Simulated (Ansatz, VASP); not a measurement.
**TaF4: VASP beside Ansatz**

The input INCAR:

```
  ALGO = Normal
  EDIFF = 1E-7
  EDIFFG = -0.08
  ENCUT = 600
  GGA = PE
  GGA_COMPAT = False
  IBRION = 2
  ISIF = 3
  ISMEAR = 0
  LASPH = True
  LCHARG = False
  LREAL = False
  LWAVE = False
  NELM = 120
  NELMIN = 4
  NSW = 36
  PREC = Accurate
  SIGMA = 0.15
```

The input KPOINTS:

```
k-points
0
Gamma
  3 3 3
```

File POSCAR:

```
TaF4
1.0
    4.0019062100      0.0000000000      0.0000000000
    0.0000000000      4.0019062100      0.0000000000
    0.0000000000      0.0000000000      4.0019062100
Ta F
1 4
Direct
    0.5000000000      0.5000000000      0.5000000000
    0.0000000000      0.0000000000      0.0000000000
    0.5000000000      0.5000000000      0.0000000000
    0.5000000000      0.0000000000      0.5000000000
    0.0000000000      0.5000000000      0.5000000000
```

Input for Ansatz:

```yaml
crystal:
  lattice:
    - [4.00190621, 0.0, 0.0]
    - [0.0, 4.00190621, 0.0]
    - [0.0, 0.0, 4.00190621]
  atoms:
    - { symbol: Ta, position: [0.5, 0.5, 0.5] }
    - { symbol: F, position: [0.0, 0.0, 0.0] }
    - { symbol: F, position: [0.5, 0.5, 0.0] }
    - { symbol: F, position: [0.5, 0.0, 0.5] }
    - { symbol: F, position: [0.0, 0.5, 0.5] }
basis:
  ecutwfc: 420
kpoints:
  mp_grid: { grid: [3, 3, 3] }
hamiltonian:
  xc: pbe
scf:
  occupations: { method: gaussian, width: 0.15 }
  lower_state_search: "off"
output:
  forces: true
  stress: true
  eigenvalues: true
relax:
  adjacent_minimum: "off"
  f_tol: 0.08
  max_steps: 16
  cell: { stress_tol: 0.8 }
```

Change from the starting cell: species swapped into the Ni4N type (Pm-3m, No. 221).

Alike in both runs: task relaxation of cell and atoms; functional PBE; k mesh 3 × 3 × 3; occupations gaussian, width 0.15 eV; no spin polarisation.

|  | VASP | Ansatz |
| --- | --- | --- |
| version | VASP 6.6.1 | Ansatz 0.2.0 |
| potentials or method | VASP PAW PBE potentials, release 64 (Ta_pv, F), cutoff 600 eV | scalar-relativistic, plane waves, PAW |
| valence electrons in the cell | 39 | 41 |

|  | VASP | Ansatz | Ansatz less VASP |
| --- | --- | --- | --- |
| gap on the k mesh at the Fermi level, each at its own relaxed structure (eV) | none | none | - |
| relaxed volume (Å³/atom) | 12.56 | 12.58 | +0.017 |
| relaxed cell length with the largest relative difference (Å) | 3.975 | 3.977 | +0.0018 |

A gap of «none» marks a metal or a gap that the smearing closes. VASP's potentials hold 39 valence electrons a cell and Ansatz's 41, so a difference there can come from the potentials and not from the codes.

The k mesh is coarse, so the values compare programs but aren't converged. Neither program's run includes spin-orbit coupling.
